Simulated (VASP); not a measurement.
Set up this calculation in VASP 6.6.1, as the native input.

```yaml
Task: single point
Functional: PBE
Dispersion: D3(BJ)
Potentials_or_basis: VASP PAW PBE potentials, release 64 (Se, W_sv)
Cutoff: 520 eV
k_mesh: 9 × 9 × 1
Occupations: gaussian, width 0.05 eV
Spin: no spin polarisation
Dipole_correction: yes
Further_INCAR_settings: ALGO = Normal; EDIFF = 1e-07; NBANDS = 35
```

The structure of WSe2 lies in POSCAR:

```
WSe2
1.0
    3.2854926884      0.0000000000      0.0000000000
   -1.6427463442      2.8453201321      0.0000000000
    0.0000000000      0.0000000000     24.2386466672
Se W
4 2
Direct
    0.3333333333      0.6666666667      0.1856539295
    0.3333333333      0.6666666667      0.3246601777
    0.3333333333      0.6666666667      0.4529676712
    0.3333333333      0.6666666667      0.5919739193
    0.6666666667      0.3333333333      0.2551570536
    0.6666666667      0.3333333333      0.5224707953
```

The input as run:

INCAR

```
SYSTEM = WSe2
PREC = Accurate
ENCUT = 520
EDIFF = 1E-7
ISMEAR = 0
SIGMA = 0.05
LREAL = .FALSE.
LASPH = .TRUE.
NELM = 80
ALGO = Normal
ISIF = 2
LWAVE = .FALSE.
LCHARG = .FALSE.
LDIPOL = .TRUE.
IDIPOL = 3
DIPOL = 0.5 0.5 0.389
GGA = PE
IVDW = 12
NBANDS = 35
```

KPOINTS

```
Automatic mesh
0
G
  9 9 1
  0 0 0
```

Potentials or basis: VASP PAW PBE potentials, release 64 (Se, W_sv).

The run is started by

```bash
$ cat potpaw_PBE.64/Se/POTCAR potpaw_PBE.64/W_sv/POTCAR > POTCAR
$ mpirun -np 1 vasp_std > vasp.out
```

It gave:

| Property | Result |
| --- | --- |
| Largest force | 0.513 eV/Å |
| Band gap on the k mesh | 1.22 eV (least direct gap 1.61 eV) |
| Dispersion energy per atom | -0.400 eV |

Caveat: spin-orbit coupling is left out, which moves the levels of the heavy elements.

It took 2 min on 1 thread of Intel(R) Xeon(R) Platinum 8488C (Sapphire Rapids) (shared host), peak memory 0.36 GiB.
